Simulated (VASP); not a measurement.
# B3C2 (I-4m2) in VASP: single point with PBE

Aim: the single point of B3C2 with PBE.

All numbers are computed with VASP 6.6.1; they aren't measurements. Logs are shortened: lines on timing, memory, paths and dates and some standing lists are left out, and cuts for length are marked.

**1. The cell of the first run**

It takes space group I-4m2 (No. 119, tetragonal). Conventional cell: a = 2.736 Å, b = 2.736 Å, c = 19.078 Å, α = 90.00°, β = 90.00°, γ = 90.00°. B (site symmetry 2mm) has 4 C at 1.61 to 1.71 Å within 2.1 Å. B (site symmetry -4m2) has 4 C at 1.66 Å within 2.2 Å. Within 2.1 Å of B (site symmetry 2mm) lie 2 C at 1.54 Å and 2 B at 1.86 Å. B (site symmetry -4m2) has 4 B at 1.86 Å within 2.5 Å. Within 2.1 Å of C (site symmetry 2mm) lie 4 B at 1.54 to 1.71 Å. C (site symmetry 2mm) has 4 B at 1.61 to 1.66 Å within 2.1 Å.

**2. Single point, PBE, collinear spin**

INCAR

```
PREC = Accurate ; ENCUT = 520
EDIFF = 1E-6 ; ISMEAR = 0
SIGMA = 0.1 ; LREAL = False
LASPH = True ; NELM = 150
ALGO = Normal ; ISIF = 2
LWAVE = False ; LCHARG = True
ISPIN = 2 ; MAGMOM = 0 0 0 0 0 0 1 1 1 1
LORBIT = 11 ; GGA = PE
LELF = True ; LVHAR = True
NBANDS = 32
```

KPOINTS

```
regular mesh
0
Gamma
  8 8 8
```

POSCAR

```
B3C2
1.0
   -1.3679198273      1.3679198273      9.5392140050
    1.3679198273     -1.3679198273      9.5392140050
    1.3679198273      1.3679198273     -9.5392140050
B C
6 4
Direct
    0.5931143899      0.5931143899      0.0000000000
    0.4068856101      0.4068856101      0.0000000000
    0.0000000000      0.0000000000      0.0000000000
    0.8158044771      0.8158044771      0.0000000000
    0.1841955229      0.1841955229      0.0000000000
    0.2500000000      0.7500000000      0.5000000000
    0.6466093272      0.1466093272      0.5000000000
    0.4509588466      0.9509588466      0.5000000000
    0.0490411534      0.5490411534      0.5000000000
    0.8533906728      0.3533906728      0.5000000000
```

Potentials or basis: VASP PAW PBE potentials, release 64 (B, C).

Command:

```sh
cat potpaw_PBE.64/B/POTCAR potpaw_PBE.64/C/POTCAR > POTCAR
mpirun -np 1 vasp_std > vasp.out
```

OUTCAR:

```text
PREC = Accurate
   ENCUT = 520
   EDIFF = 1E-6
   ISMEAR = 0
   LREAL = False
   LASPH = True
   NELM = 150
   ISIF = 2
   ISPIN = 2
   LORBIT = 11
   GGA = PE

 ion  position               nearest neighbor table
   1  0.593  0.593  0.000-   9 1.61   9 1.61   7 1.71   7 1.71
   2  0.407  0.407  0.000-   8 1.61   8 1.61  10 1.71  10 1.71
   3  0.000  0.000  0.000-   8 1.66   9 1.66   9 1.66   8 1.66
   4  0.816  0.816  0.000-  10 1.54  10 1.54   6 1.86   6 1.86
   5  0.184  0.184  0.000-   7 1.54   7 1.54   6 1.86   6 1.86
   6  0.250  0.750  0.500-   5 1.86   4 1.86   4 1.86   5 1.86
   7  0.647  0.147  0.500-   5 1.54   5 1.54   1 1.71   1 1.71
   8  0.451  0.951  0.500-   2 1.61   2 1.61   3 1.66   3 1.66
   9  0.049  0.549  0.500-   1 1.61   1 1.61   3 1.66   3 1.66
  10  0.853  0.353  0.500-   4 1.54   4 1.54   2 1.71   2 1.71

  LATTYP: Found a body centered tetragonal cell.
 ALAT       =     2.7358396546
 C/A-ratio  =     6.9735183412

  Lattice vectors:

 A1 = (  -1.3679198273,   1.3679198273,   9.5392140050)
 A2 = (   1.3679198273,  -1.3679198273,   9.5392140050)
 A3 = (   1.3679198273,   1.3679198273,  -9.5392140050)

Analysis of symmetry for initial positions (statically):
=====================================================================
 Subroutine PRICEL returns:
 Original cell was already a primitive cell.

 Routine SETGRP: Setting up the symmetry group for a
 body centered tetragonal supercell.

 Subroutine GETGRP returns: Found  8 space group operations
 (whereof  8 operations were pure point group operations)
 out of a pool of 16 trial point group operations.

The static configuration has the point symmetry D_2d.

Analysis of symmetry for dynamics (positions and initial velocities):
=====================================================================
 Subroutine PRICEL returns:
 Original cell was already a primitive cell.

 Routine SETGRP: Setting up the symmetry group for a
 body centered tetragonal supercell.

 Subroutine GETGRP returns: Found  8 space group operations
 (whereof  8 operations were pure point group operations)
 out of a pool of 16 trial point group operations.

The dynamic configuration has the point symmetry D_2d.

Analysis of structural, dynamic, and magnetic symmetry:
=====================================================================
 Subroutine PRICEL returns:
 Original cell was already a primitive cell.

 Routine SETGRP: Setting up the symmetry group for a
 body centered tetragonal supercell.

 Subroutine GETGRP returns: Found  8 space group operations
 (whereof  8 operations were pure point group operations)
 out of a pool of 16 trial point group operations.

The overall configuration has the point symmetry D_2d.

 Subroutine INISYM returns: Found  8 space group operations
 (whereof  8 operations are pure point group operations),
 and found     1 'primitive' translations

----------------------------------------------------------------------------------------

                                     Primitive cell

  volume of cell :      71.3993

  direct lattice vectors                    reciprocal lattice vectors
    -1.367919827  1.367919827  9.539214005     0.000000000  0.365518498  0.052415220
     1.367919827 -1.367919827  9.539214005     0.365518498  0.000000000  0.052415220
     1.367919827  1.367919827 -9.539214005     0.365518498  0.365518498  0.000000000

  length of vectors
     9.733396794  9.733396794  9.733396794     0.369257535  0.369257535  0.516921216

  position of ions in fractional coordinates (direct lattice)
     0.593114390  0.593114390  0.000000000
     0.406885610  0.406885610  0.000000000
     0.000000000  0.000000000  0.000000000
     0.815804477  0.815804477  0.000000000
     0.184195523  0.184195523  0.000000000
     0.250000000  0.750000000  0.500000000
     0.646609327  0.146609327  0.500000000
[... 74 lines left out ...]
   dimension x,y,z NGXF=   144 NGYF=  144 NGZF=  144
   ions per type =               6   4
   NGX,Y,Z   is equivalent  to a cutoff of  12.30, 12.30, 12.30 a.u.
   NGXF,Y,Z  is equivalent  to a cutoff of  24.60, 24.60, 24.60 a.u.
 SYSTEM =  unknown system
   PREC   = accura    normal or accurate (medium, high low for compatibility)
   ISTART =      0    job   : 0-new  1-cont  2-samecut
   ICHARG =      2    charge: 1-file 2-atom 10-const
   ISPIN  =      2    spin polarized calculation?
   LNONCOLLINEAR =      F non collinear calculations
   LSORBIT =      F    spin-orbit coupling
   LASPH  =      T    aspherical Exc in radial PAW
   ENCUT  =  520.0 eV  38.22 Ry    6.18 a.u.  18.10 18.10 18.10*2*pi/ulx,y,z
   NELM   =    150;   NELMIN=  2; NELMDL= -5     # of ELM steps
   EDIFF  = 0.1E-05   stopping-criterion for ELM
   LREAL  =      F    real-space projection
   EDIFFG = 0.1E-04   stopping-criterion for IOM
   NSW    =      0    number of steps for IOM
   IBRION =     -1    ionic relax: 0-MD 1-quasi-New 2-CG
   NFREE  =      0    steps in history (QN), initial steepest desc. (CG)
   ISIF   =      2    stress and relaxation
   ISYM   =      2    0-nonsym 1-usesym 2-fastsym
   POTIM  = 0.5000    time-step for ionic-motion
   TEBEG  =    0.0;   TEEND  =   0.0 temperature during run
   PSTRESS=    0.0 pullay stress
   NELECT =      34.0000    total number of electrons
   NUPDOWN=      -1.0000    fix difference up-down
   EMIN   =  10.00;   EMAX   =-10.00  energy-range for DOS
   EFERMI =   0.00;   METHOD = LEGACY
   ISMEAR =     0;   SIGMA  =   0.10  broadening in eV -4-tet -1-fermi 0-gaus
   EFERMI_NEDOS =   21; number of points for ismear=-14 and -15
   IALGO  =     38    algorithm
   IMIX   =      4    mixing-type and parameters
     AMIX     =   0.40;   BMIX     =  1.00
     AMIX_MAG =   1.60;   BMIX_MAG =  1.00
  volume/ion in A,a.u.               =       7.14        48.18
  Fermi-wavevector in a.u.,A,eV,Ry     =   1.278409  2.415843 22.236406  1.634330
  Thomas-Fermi vector in A             =   2.410953
   LORBIT       =     11    0 simple, 1 ext, 2 COOP (PROOUT), +10 PAW based schemes
   GGA     = PE    functional components
   LHFCALC =     F    Hartree Fock is set to
   AEXX    =    0.0000 exact exchange contribution
   IVDW    =     0    specifies the selected vdW correction
   LEPSILON=     F    determine dielectric tensor
   LRPA    =     F    only Hartree local field effects (RPA)
 spin polarized calculation
 Gauss-broadening in eV      SIGMA  =   0.10
  energy-cutoff  :      520.00
  volume of cell :       71.40
 maximum number of plane-waves:      1940
   NGX = 37   NGY = 37   NGZ = 37

 number of electron      34.0000000 magnetization       0.0003891

 Free energy of the ion-electron system (eV)
  ---------------------------------------------------
  ext. energy  EPLUGINS =         0.00000000
  ---------------------------------------------------
  free energy    TOTEN  =       -72.18729936 eV

  energy without entropy =      -72.17082954  energy(sigma->0) =      -72.17906445

 E-fermi :   5.0902     XC(G=0): -11.9212

 val. band max:        5.0678102969   @ k =  -0.2500   0.1250  -0.0000
 cond. band min:       5.0907859505   @ k =  -0.3750  -0.3750   0.1250
 fundamental gap:      0.0229756535
 Fermi energy:         5.0901826276

 spin component 1

 k-point     1 :       0.0000    0.0000    0.0000
  band No.  band energies     occupation
      1     -10.6576      1.00000
      2      -9.7132      1.00000
      3      -8.6223      1.00000
      4      -5.8998      1.00000
      5      -4.3999      1.00000
      6       0.1684      1.00000
[... 757 lines left out ...]
     28      17.2991      0.00000
     29      18.2829      0.00000

 [... further k-points ...]

 spin component 2

 k-point     1 :       0.0000    0.0000    0.0000
  band No.  band energies     occupation
      1     -10.6576      1.00000
      2      -9.7131      1.00000
      3      -8.6223      1.00000
      4      -5.8997      1.00000
      5      -4.3998      1.00000
      6       0.1685      1.00000
[... 757 lines left out ...]
     28      17.2992      0.00000
     29      18.2829      0.00000

 [... further k-points ...]

 [bands above 29 left out]

------------------------ aborting loop because EDIFF is reached ----------------------------------------

  FORCE on cell =-STRESS in cart. coord.  units (eV):
  Direction    XX          YY          ZZ          XY          YZ          ZX
  --------------------------------------------------------------------------------------
  -------------------------------------------------------------------------------------
  Total       -0.0823910     -0.0823910     -0.2897720      0.0000000      0.0000000      0.0000000
  in kB       -1.8488278     -1.8488278     -6.5023928      0.0000000      0.0000000      0.0000000
  external PRESSURE =      -3.4000161 kB  Pullay stress =       0.0000000 kB

 VOLUME and BASIS-vectors are now :
 -----------------------------------------------------------------------------
  energy-cutoff  :      520.00
  volume of cell :       71.40
      direct lattice vectors                 reciprocal lattice vectors
    -1.367919827  1.367919827  9.539214005     0.000000000  0.365518498  0.052415220
     1.367919827 -1.367919827  9.539214005     0.365518498  0.000000000  0.052415220
     1.367919827  1.367919827 -9.539214005     0.365518498  0.365518498  0.000000000

 POSITION                                       TOTAL-FORCE (eV/Angst)
 -----------------------------------------------------------------------------------
      0.00000      0.00000     11.31569        -0.000000      0.000000     -0.045663
      0.00000      0.00000      7.76274        -0.000000      0.000000      0.045663
      0.00000      0.00000      0.00000        -0.000000      0.000000     -0.000000
      0.00000      0.00000     15.56427         0.000000      0.000000      0.070758
      0.00000      0.00000      3.51416        -0.000000      0.000000     -0.070758
      1.36792     -0.00000      4.76961        -0.000000      0.000000     -0.000000
      0.00000      1.36792      2.79708        -0.000000      0.000000      0.023286
      1.36792     -0.00000      8.60359         0.000000     -0.000000     -0.071894
      1.36792      0.00000      0.93563         0.000000     -0.000000      0.071894
     -0.00000      1.36792      6.74214        -0.000000      0.000000     -0.023286
 -----------------------------------------------------------------------------------
    total drift:                                0.000000     -0.000000     -0.000000

  FREE ENERGIE OF THE ION-ELECTRON SYSTEM (eV)
  ---------------------------------------------------
  free  energy   TOTEN  =       -72.1872993571 eV

  energy  without entropy=      -72.1708295436  energy(sigma->0) =      -72.17906445

 total charge

# of ion       s       p       d       tot
------------------------------------------
    1        0.714   1.267   0.000   1.981
    2        0.714   1.267   0.000   1.981
    3        0.717   1.243   0.000   1.959
    4        0.740   1.292   0.000   2.032
    5        0.740   1.292   0.000   2.032
    6        0.754   0.949   0.000   1.702
    7        0.880   1.646   0.000   2.526
    8        0.875   1.635   0.000   2.510
    9        0.875   1.635   0.000   2.510
   10        0.880   1.646   0.000   2.526
--------------------------------------------------
tot          7.890  13.871   0.000  21.761

 magnetization (x)

# of ion       s       p       d       tot
------------------------------------------
    1        0.000   0.000   0.000   0.000
    2        0.000   0.000   0.000   0.000
    3        0.000   0.000   0.000   0.000
    4        0.000   0.000   0.000   0.000
    5        0.000   0.000   0.000   0.000
    6        0.000   0.000   0.000   0.000
    7       -0.000   0.000   0.000   0.000
    8       -0.000   0.000   0.000   0.000
    9       -0.000   0.000   0.000   0.000
   10       -0.000   0.000   0.000   0.000
--------------------------------------------------
tot          0.000   0.000   0.000   0.000
```

Run time: 22 min. Hardware: 1 thread of Intel Xeon 6975P-C (Granite Rapids), shared host; peak memory 1.1 GiB.

Results:

* Free energy: -72.1873 eV
* Pressure: -0.3 GPa
* Largest force: 0.072 eV/Å
* Band gap on the k mesh: zero (filled and empty bands overlap)
* Net moment: 0.00 μB per cell
* Valence electrons inside the program's atomic spheres: B 1.98, 1.96, 2.03, 1.70 (each value once); C 2.53, 2.51 (each value once)

Forces in eV/Å, atoms in the order of the input:
```
B    0.000  0.000 -0.046
B    0.000  0.000  0.046
B    0.000  0.000  0.000
B    0.000  0.000  0.071
B    0.000  0.000 -0.071
B    0.000  0.000  0.000
C    0.000  0.000  0.023
C    0.000  0.000 -0.072
C    0.000  0.000  0.072
C    0.000  0.000 -0.023
```

The gap in the log of VASP goes by the Fermi energy; the results here count the filled bands.